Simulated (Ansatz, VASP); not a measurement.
## Two plane-wave programs on W

INCAR

```
ALGO = Normal ; EDIFF = 1E-6
ENCUT = 520 ; GGA = PE
ISIF = 2 ; ISMEAR = -1
LASPH = T ; LCHARG = F
LREAL = F ; LWAVE = F
NBANDS = 13 ; NELM = 100
PREC = Accurate ; SIGMA = 0.4
```

KPOINTS

```
k-points
0
Gamma
  20 20 20
```

File POSCAR:

```
W
1.0
   -1.5174350000      1.5174350000      1.6372325000
    1.5174350000     -1.5174350000      1.6372325000
    1.5174350000      1.5174350000     -1.6372325000
W
1
Direct
    0.0000000000      0.0000000000      0.0000000000
```

Input for Ansatz:

```yaml
crystal:
  lattice:
    - [-1.517435, 1.517435, 1.6372325]
    - [1.517435, -1.517435, 1.6372325]
    - [1.517435, 1.517435, -1.6372325]
  atoms:
    - { symbol: W, position: [0.0, 0.0, 0.0] }
basis:
  ecutwfc: 420
kpoints:
  mp_grid: { grid: [20, 20, 20] }
hamiltonian:
  xc: pbe
scf:
  occupations: { method: fermi_dirac, width: 0.4 }
output:
  forces: true
  stress: true
  eigenvalues: true
```

Change from the starting cell: strain -0.050 along x and y, +0.025 along z, atoms carried along.

Alike in both runs: task single point; functional PBE; k mesh 20 × 20 × 20; occupations fermi-dirac, width 0.4 eV; no spin polarisation.

|  | VASP | Ansatz |
| --- | --- | --- |
| version | VASP 6.6.1 | Ansatz 0.2.0 |
| potentials or method | VASP PAW PBE potentials, release 64 (W_sv), cutoff 520 eV | scalar-relativistic, plane waves, PAW |
| valence electrons in the cell | 14 | 14 |

```tsv
	VASP	Ansatz	Ansatz less VASP
gap on the k mesh at the Fermi level (eV)	none	none	-
pressure (GPa)	26.4	25.6	-0.83
traceless stress, the component that is largest in VASP (GPa)	-14.01	-14.00	+0.002
```

A gap of «none» marks a metal or a gap that the smearing closes. With one functional, cell and mesh, what is left measures potentials, basis and numerics.

Spin-orbit coupling is off throughout.
